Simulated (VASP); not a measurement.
# NaB3 (Pmmn) in VASP: single point with PBE

Aim: the single point of NaB3 with PBE.

Everything below comes from runs of VASP 6.6.1. Logs are shortened: lines on timing, memory, paths and dates and some standing lists are left out, and cuts for length are marked.

### 1 The cell of the first run

It takes space group Pmmn (No. 59, orthorhombic). Conventional cell: a = 2.974 Å, b = 4.881 Å, c = 5.804 Å, α = 90.00°, β = 90.00°, γ = 90.00°. Within 3.5 Å of Na (site symmetry mm2) lie 10 B at 2.65 to 3.11 Å and 6 Na at 2.97 to 3.05 Å. B (site symmetry m) has 4 B at 1.60 to 1.87 Å within 2.1 Å. B (site symmetry mm2) has 6 B at 1.70 to 1.87 Å within 2.3 Å.

### 2 Single point, PBE

Input file INCAR:

```
ALGO = Normal ; EDIFF = 1E-6
ENCUT = 520 ; GGA = PE
ISIF = 2 ; ISMEAR = 0
LASPH = True ; LCHARG = False
LREAL = False ; LWAVE = False
NBANDS = 26 ; NELM = 100
PREC = Accurate ; SIGMA = 0.1
```

Input file KPOINTS:

```
k-points
0
Gamma
  4 4 4
```

Input file POSCAR:

```
NaB3
1.0
    2.9741949483      0.0000000000      0.0000000000
    0.0000000000      4.8808878533      0.0000000000
    0.0000000000      0.0000000000      5.8041159674
Na B
2 6
Direct
    0.0000000000      0.0000000000      0.5920131770
    0.5000000000      0.5000000000      0.4079868230
    0.0000000000      0.1639925266      0.1092465939
    0.0000000000      0.8360074734      0.1092465939
    0.5000000000      0.6639925266      0.8907534061
    0.5000000000      0.3360074734      0.8907534061
    0.5000000000      0.0000000000     -0.0309338430
    0.0000000000      0.5000000000      1.0309338430
```

Potentials or basis: VASP PAW PBE potentials, release 64 (Na_pv, B).

Command:

```console
$ cat potpaw_PBE.64/Na_pv/POTCAR potpaw_PBE.64/B/POTCAR > POTCAR
$ mpirun -np 1 vasp_std > vasp.out
```

OUTCAR:

```text
EDIFF = 1E-6
   ENCUT = 520
   GGA = PE
   ISIF = 2
   ISMEAR = 0
   LASPH = True
   LREAL = False
   NELM = 100
   PREC = Accurate

 ion  position               nearest neighbor table
   1  0.000  0.000  0.592-
   2  0.500  0.500  0.408-
   3  0.000  0.164  0.109-   4 1.60   8 1.70   7 1.87   7 1.87   6 2.13   6 2.13
   4  0.000  0.836  0.109-   3 1.60   8 1.70   7 1.87   7 1.87   5 2.13   5 2.13
   5  0.500  0.664  0.891-   6 1.60   7 1.70   8 1.87   8 1.87   4 2.13   4 2.13
   6  0.500  0.336  0.891-   5 1.60   7 1.70   8 1.87   8 1.87   3 2.13   3 2.13
   7  0.500  0.000  0.969-   5 1.70   6 1.70   3 1.87   4 1.87   3 1.87   4 1.87
   8  0.000  0.500  0.031-   3 1.70   4 1.70   5 1.87   6 1.87   5 1.87   6 1.87

  LATTYP: Found a simple orthorhombic cell.
 ALAT       =     2.9741949483
 B/A-ratio  =     1.6410786576
 C/A-ratio  =     1.9514914349

  Lattice vectors:

 A1 = (   2.9741949483,   0.0000000000,   0.0000000000)
 A2 = (   0.0000000000,   4.8808878533,   0.0000000000)
 A3 = (   0.0000000000,   0.0000000000,   5.8041159674)

Analysis of symmetry for initial positions (statically):
=====================================================================
 Subroutine PRICEL returns:
 Original cell was already a primitive cell.

 Routine SETGRP: Setting up the symmetry group for a
 simple orthorhombic supercell.

 Subroutine GETGRP returns: Found  8 space group operations
 (whereof  4 operations were pure point group operations)
 out of a pool of  8 trial point group operations.

The static configuration has the point symmetry C_2v.
 The point group associated with its full space group is D_2h.

Analysis of symmetry for dynamics (positions and initial velocities):
=====================================================================
 Subroutine PRICEL returns:
 Original cell was already a primitive cell.

 Routine SETGRP: Setting up the symmetry group for a
 simple orthorhombic supercell.

 Subroutine GETGRP returns: Found  8 space group operations
 (whereof  4 operations were pure point group operations)
 out of a pool of  8 trial point group operations.

The dynamic configuration has the point symmetry C_2v.
 The point group associated with its full space group is D_2h.

 Subroutine INISYM returns: Found  8 space group operations
 (whereof  4 operations are pure point group operations),
 and found     1 'primitive' translations

----------------------------------------------------------------------------------------

                                     Primitive cell

  volume of cell :      84.2567

  direct lattice vectors                    reciprocal lattice vectors
     2.974194948  0.000000000  0.000000000     0.336225438  0.000000000  0.000000000
     0.000000000  4.880887853  0.000000000     0.000000000  0.204880757  0.000000000
     0.000000000  0.000000000  5.804115967     0.000000000  0.000000000  0.172291526

  length of vectors
     2.974194948  4.880887853  5.804115967     0.336225438  0.204880757  0.172291526

  position of ions in fractional coordinates (direct lattice)
     0.000000000  0.000000000  0.592013177
     0.500000000  0.500000000  0.407986823
     0.000000000  0.163992527  0.109246594
     0.000000000  0.836007473  0.109246594
     0.500000000  0.663992527  0.890753406
     0.500000000  0.336007473  0.890753406
     0.500000000  0.000000000  0.969066157
     0.000000000  0.500000000  0.030933843

  ion indices of the primitive-cell ions
   primitive index   ion index
                 1           1
                 2           2
                 3           3
                 4           4
                 5           5
                 6           6
                 7           7
                 8           8

----------------------------------------------------------------------------------------

 KPOINTS: k-points

Automatic generation of k-mesh.
 Grid dimensions read from file:
 generate k-points for:    4    4    4

 Generating k-lattice:

  Cartesian coordinates                     Fractional coordinates (reciprocal lattice)
     0.084056360  0.000000000  0.000000000     0.250000000  0.000000000  0.000000000
     0.000000000  0.051220189  0.000000000     0.000000000  0.250000000  0.000000000
     0.000000000  0.000000000  0.043072882     0.000000000  0.000000000  0.250000000

  Length of vectors
     0.084056360  0.051220189  0.043072882

  Shift w.r.t. Gamma in fractional coordinates (k-lattice)
     0.000000000  0.000000000  0.000000000

 Subroutine IBZKPT returns following result:
 ===========================================

 Found     27 irreducible k-points:

 Following reciprocal coordinates:
            Coordinates               Weight
  0.000000  0.000000  0.000000      1.000000
  0.250000  0.000000  0.000000      2.000000
  0.500000  0.000000  0.000000      1.000000
  0.000000  0.250000  0.000000      2.000000
  0.250000  0.250000  0.000000      4.000000
  0.500000  0.250000  0.000000      2.000000
[... 16 lines left out ...]
  0.250000  0.250000  0.500000      4.000000
  0.500000  0.250000  0.500000      2.000000
 [... further k-points ...]
   k-points           NKPTS =     27   k-points in BZ     NKDIM =     27   number of bands    NBANDS=     26
   number of dos      NEDOS =    301   number of ions     NIONS =      8
   total plane-waves  NPLWV =  41472
   dimension x,y,z NGX =    24 NGY =   36 NGZ =   48
   dimension x,y,z NGXF=    48 NGYF=   72 NGZF=   96
   ions per type =               2   6
   NGX,Y,Z   is equivalent  to a cutoff of  13.42, 12.26, 13.75 a.u.
   NGXF,Y,Z  is equivalent  to a cutoff of  26.83, 24.52, 27.50 a.u.
 SYSTEM =  unknown system
   PREC   = accura    normal or accurate (medium, high low for compatibility)
   ISTART =      0    job   : 0-new  1-cont  2-samecut
   ICHARG =      2    charge: 1-file 2-atom 10-const
   ISPIN  =      1    spin polarized calculation?
   LNONCOLLINEAR =      F non collinear calculations
   LSORBIT =      F    spin-orbit coupling
   LASPH  =      T    aspherical Exc in radial PAW
   ENCUT  =  520.0 eV  38.22 Ry    6.18 a.u.   5.53  9.08 10.79*2*pi/ulx,y,z
   NELM   =    100;   NELMIN=  2; NELMDL= -5     # of ELM steps
   EDIFF  = 0.1E-05   stopping-criterion for ELM
   LREAL  =      F    real-space projection
   EDIFFG = 0.1E-04   stopping-criterion for IOM
   NSW    =      0    number of steps for IOM
   IBRION =     -1    ionic relax: 0-MD 1-quasi-New 2-CG
   NFREE  =      0    steps in history (QN), initial steepest desc. (CG)
   ISIF   =      2    stress and relaxation
   ISYM   =      2    0-nonsym 1-usesym 2-fastsym
   POTIM  = 0.5000    time-step for ionic-motion
   TEBEG  =    0.0;   TEEND  =   0.0 temperature during run
   PSTRESS=    0.0 pullay stress
   NELECT =      32.0000    total number of electrons
   NUPDOWN=      -1.0000    fix difference up-down
   EMIN   =  10.00;   EMAX   =-10.00  energy-range for DOS
   EFERMI =   0.00;   METHOD = LEGACY
   ISMEAR =     0;   SIGMA  =   0.10  broadening in eV -4-tet -1-fermi 0-gaus
   EFERMI_NEDOS =   21; number of points for ismear=-14 and -15
   IALGO  =     38    algorithm
   IMIX   =      4    mixing-type and parameters
     AMIX     =   0.40;   BMIX     =  1.00
     AMIX_MAG =   1.60;   BMIX_MAG =  1.00
  volume/ion in A,a.u.               =      10.53        71.07
  Fermi-wavevector in a.u.,A,eV,Ry     =   1.185560  2.240383 19.123689  1.405551
  Thomas-Fermi vector in A             =   2.321751
   LORBIT       =      0    0 simple, 1 ext, 2 COOP (PROOUT), +10 PAW based schemes
   GGA     = PE    functional components
   LHFCALC =     F    Hartree Fock is set to
   AEXX    =    0.0000 exact exchange contribution
   IVDW    =     0    specifies the selected vdW correction
   LEPSILON=     F    determine dielectric tensor
   LRPA    =     F    only Hartree local field effects (RPA)
 non-spin polarized calculation
 Gauss-broadening in eV      SIGMA  =   0.10
  energy-cutoff  :      520.00
  volume of cell :       84.26
 maximum number of plane-waves:      2288
 NGX is ok and might be reduce to    24
   NGX = 11   NGY = 19   NGZ = 21

 number of electron      31.9999995 magnetization

 Free energy of the ion-electron system (eV)
  ---------------------------------------------------
  ext. energy  EPLUGINS =         0.00000000
  ---------------------------------------------------
  free energy    TOTEN  =       -40.76550705 eV

  energy without entropy =      -40.75793839  energy(sigma->0) =      -40.76172272

 E-fermi :   5.4114     XC(G=0): -10.0322

 val. band max:        5.4113026065   @ k =   0.2500   0.2500   0.0000
 cond. band min:       5.4849052630   @ k =   0.5000   0.0000   0.5000
 fundamental gap:      0.0736026565
 Fermi energy:         5.4114228225

 k-point     1 :       0.0000    0.0000    0.0000
  band No.  band energies     occupation
      1     -20.1445      2.00000
      2     -19.9978      2.00000
      3     -19.9929      2.00000
      4     -19.9906      2.00000
      5     -19.9836      2.00000
      6     -19.9584      2.00000
[... 18 lines left out ...]
     25      12.8796      0.00000
     26      12.9293      0.00000

 k-point     2 :       0.2500    0.0000    0.0000
  band No.  band energies     occupation
      1     -20.1102      2.00000
      2     -20.0807      2.00000
      3     -20.0536      2.00000
      4     -19.9964      2.00000
      5     -19.9765      2.00000
      6     -19.9743      2.00000
[... 18 lines left out ...]
     25      11.5808      0.00000
     26      12.1395      0.00000

 k-point     3 :       0.5000    0.0000    0.0000
  band No.  band energies     occupation
      1     -20.1508      2.00000
      2     -20.1508      2.00000
      3     -20.0425      2.00000
      4     -20.0425      2.00000
      5     -19.9633      2.00000
      6     -19.9633      2.00000
[... 18 lines left out ...]
     25      13.6426      0.00000
     26      13.6555      0.00000

 k-point     4 :       0.0000    0.2500    0.0000
  band No.  band energies     occupation
      1     -20.1283      2.00000
      2     -20.0309      2.00000
      3     -19.9920      2.00000
      4     -19.9843      2.00000
      5     -19.9695      2.00000
      6     -19.9641      2.00000
[... 18 lines left out ...]
     25      12.4169      0.00000
     26      12.5238      0.00000

 k-point     5 :       0.2500    0.2500    0.0000
  band No.  band energies     occupation
      1     -20.1153      2.00000
      2     -20.0738      2.00000
      3     -20.0593      2.00000
      4     -20.0038      2.00000
      5     -19.9706      2.00000
      6     -19.9697      2.00000
[... 18 lines left out ...]
     25      11.9148      0.00000
     26      12.1097      0.00000

 k-point     6 :       0.5000    0.2500    0.0000
  band No.  band energies     occupation
      1     -20.1629      2.00000
      2     -20.1629      2.00000
      3     -20.0289      2.00000
      4     -20.0289      2.00000
      5     -19.9648      2.00000
      6     -19.9648      2.00000
[... 427 lines left out ...]
 k-point    21 :       0.5000    0.0000    0.5000
  band No.  band energies     occupation
      1     -20.1508      2.00000
      2     -20.1508      2.00000
      3     -20.0424      2.00000
      4     -20.0424      2.00000
      5     -19.9635      2.00000
      6     -19.9635      2.00000
[... 18 lines left out ...]
     25      13.0752      0.00000
     26      13.1703      0.00000

 k-point    22 :       0.0000    0.2500    0.5000
  band No.  band energies     occupation
      1     -20.1284      2.00000
      2     -20.0315      2.00000
      3     -19.9920      2.00000
      4     -19.9861      2.00000
      5     -19.9685      2.00000
      6     -19.9642      2.00000
[... 18 lines left out ...]
     25      12.4536      0.00000
     26      12.6978      0.00000

 k-point    23 :       0.2500    0.2500    0.5000
  band No.  band energies     occupation
      1     -20.1151      2.00000
      2     -20.0738      2.00000
      3     -20.0598      2.00000
      4     -20.0040      2.00000
      5     -19.9717      2.00000
      6     -19.9691      2.00000
[... 18 lines left out ...]
     25      12.1903      0.00000
     26      12.3818      0.00000

 k-point    24 :       0.5000    0.2500    0.5000
  band No.  band energies     occupation
      1     -20.1628      2.00000
      2     -20.1628      2.00000
      3     -20.0290      2.00000
      4     -20.0290      2.00000
      5     -19.9651      2.00000
      6     -19.9651      2.00000
[... 18 lines left out ...]
     25      10.9841      0.00000
     26      10.9841      0.00000

 [... further k-points ...]

------------------------ aborting loop because EDIFF is reached ----------------------------------------

  FORCE on cell =-STRESS in cart. coord.  units (eV):
  Direction    XX          YY          ZZ          XY          YZ          ZX
  --------------------------------------------------------------------------------------
  -------------------------------------------------------------------------------------
  Total       -0.0097094      0.0084558      0.0952193      0.0000000      0.0000000      0.0000000
  in kB       -0.1846277      0.1607903      1.8106364      0.0000000      0.0000000      0.0000000
  external PRESSURE =       0.5955996 kB  Pullay stress =       0.0000000 kB

 VOLUME and BASIS-vectors are now :
 -----------------------------------------------------------------------------
  energy-cutoff  :      520.00
  volume of cell :       84.26
      direct lattice vectors                 reciprocal lattice vectors
     2.974194948  0.000000000  0.000000000     0.336225438  0.000000000  0.000000000
     0.000000000  4.880887853  0.000000000     0.000000000  0.204880757  0.000000000
     0.000000000  0.000000000  5.804115967     0.000000000  0.000000000  0.172291526

 POSITION                                       TOTAL-FORCE (eV/Angst)
 -----------------------------------------------------------------------------------
      0.00000      0.00000      3.43611        -0.000000      0.000000      0.001595
      1.48710      2.44044      2.36800        -0.000000      0.000000     -0.001595
      0.00000      0.80043      0.63408        -0.000000      0.008717     -0.003472
      0.00000      4.08046      0.63408        -0.000000     -0.008717     -0.003472
      1.48710      3.24087      5.17004        -0.000000      0.008717      0.003472
      1.48710      1.64001      5.17004         0.000000     -0.008717      0.003472
      1.48710      0.00000      5.62457        -0.000000      0.000000      0.006930
      0.00000      2.44044      0.17954        -0.000000      0.000000     -0.006930
 -----------------------------------------------------------------------------------
    total drift:                                0.000000      0.000000      0.000000

  FREE ENERGIE OF THE ION-ELECTRON SYSTEM (eV)
  ---------------------------------------------------
  free  energy   TOTEN  =       -40.7655070548 eV

  energy  without entropy=      -40.7579383861  energy(sigma->0) =      -40.76172272
```

Run time: 85 s. Hardware: 1 thread of AMD EPYC 7R13 (Zen 3), shared host; peak memory 0.17 GiB.

What came out:

```yaml
Free_energy: -40.7655 eV
Pressure: 0.1 GPa
Largest_force: 0.009 eV/Å
Band_gap_on_the_k_mesh: zero (band 16 reaches 5.82 eV, above the bottom of band 17 at 5.41 eV)
```

Forces in eV/Å, atoms in the order of the input:
```
Na   0.000  0.000  0.002
Na   0.000  0.000 -0.002
B    0.000  0.009 -0.003
B    0.000 -0.009 -0.003
B    0.000  0.009  0.003
B    0.000 -0.009  0.003
B    0.000  0.000  0.007
B    0.000  0.000 -0.007
```

Stress tensor (GPa, compression positive):
```
-0.02  0.00  0.00
 0.00  0.02  0.00
 0.00  0.00  0.18
```

Caveat: the k points lie up to 0.53 Å⁻¹ apart.
